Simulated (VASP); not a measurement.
**Al3InAs4: single point with PBE**

The system is Al3InAs4.

```
Al In As
1.0
     4.12361    0.00000    0.00000
     0.00000    8.25455    0.00000
     0.00000    0.00000    5.83735
Al In As
3 1 4
Direct
  0.00000 0.74218 0.00009
  0.00000 0.25782 0.00009
  0.50000 0.50000 0.50101
  0.50000 0.00000 0.50023
  0.50000 0.73645 0.76078
  0.00000 0.00000 0.21901
  0.50000 0.26355 0.76078
  0.00000 0.50000 0.25802
```

```json
{"Program": "VASP 6.6.1", "Task": "single point", "Functional": "PBE", "Potentials or basis": "VASP PAW PBE potentials, release 64 (Al, In_d, As)", "Cutoff": "520 eV", "k mesh": "8 × 4 × 6", "Occupations": "gaussian, width 0.02 eV", "Spin": "no spin polarisation", "Dipole correction": "no", "Further INCAR settings": "ALGO = Normal; EDIFF = 1e-07; NBANDS = 31"}
```

| Property | Result |
| --- | --- |
| Pressure | 0.1 GPa |
| Largest force | 0.008 eV/Å |
| Band gap on the k mesh | 1.04 eV |

Forces on the atoms (eV/Å):
```
Al   0.000  0.002  0.003
Al   0.000 -0.002  0.003
Al   0.000  0.000 -0.005
In   0.000  0.000 -0.008
As   0.000 -0.002  0.002
As   0.000  0.000  0.002
As   0.000  0.002  0.002
As   0.000  0.000 -0.001
```

Levels at points of the mesh, in eV from the valence-band top:
| k point | band 17 | band 18 | band 19 | band 20 | band 21 | band 22 | band 23 | band 24 | band 25 | band 26 |
| --- | --- | --- | --- | --- | --- | --- | --- | --- | --- | --- |
| (0.00, 0.00, 0.00) | -1.17 | -0.88 | -0.19 | -0.08 | 0.00 | 1.04 | 1.43 | 2.07 | 2.86 | 3.28 |
| (0.50, 0.00, 0.00) | -2.23 | -2.13 | -2.09 | -1.19 | -0.80 | 1.43 | 1.45 | 1.72 | 2.43 | 2.83 |
| (0.00, 0.50, 0.00) | -1.74 | -1.17 | -1.08 | -0.49 | 0.00 | 1.86 | 2.36 | 2.66 | 2.75 | 3.86 |
| (0.50, 0.50, 0.00) | -2.29 | -2.22 | -2.11 | -2.02 | -1.78 | 2.55 | 2.61 | 2.65 | 2.82 | 2.91 |
| (0.00, 0.00, 0.50) | -1.26 | -1.12 | -0.90 | -0.89 | -0.53 | 1.42 | 1.70 | 2.25 | 2.54 | 3.18 |
| (0.50, 0.00, 0.50) | -2.77 | -1.12 | -0.95 | -0.90 | -0.72 | 1.45 | 1.65 | 4.18 | 4.22 | 4.39 |
| (0.00, 0.50, 0.50) | -1.37 | -1.36 | -1.32 | -1.13 | -0.62 | 2.48 | 2.50 | 2.58 | 2.68 | 4.01 |
| (0.50, 0.50, 0.50) | -2.62 | -1.62 | -1.58 | -1.57 | -1.52 | 3.03 | 3.23 | 3.24 | 3.49 | 3.95 |

Wall time 16 min on 1 thread of Intel Xeon 8259CL, with other jobs on the host, peak memory 0.5 GiB.

Caveat: spin-orbit coupling is left out, which moves the levels of the heavy elements. A k mesh can miss the band edges.
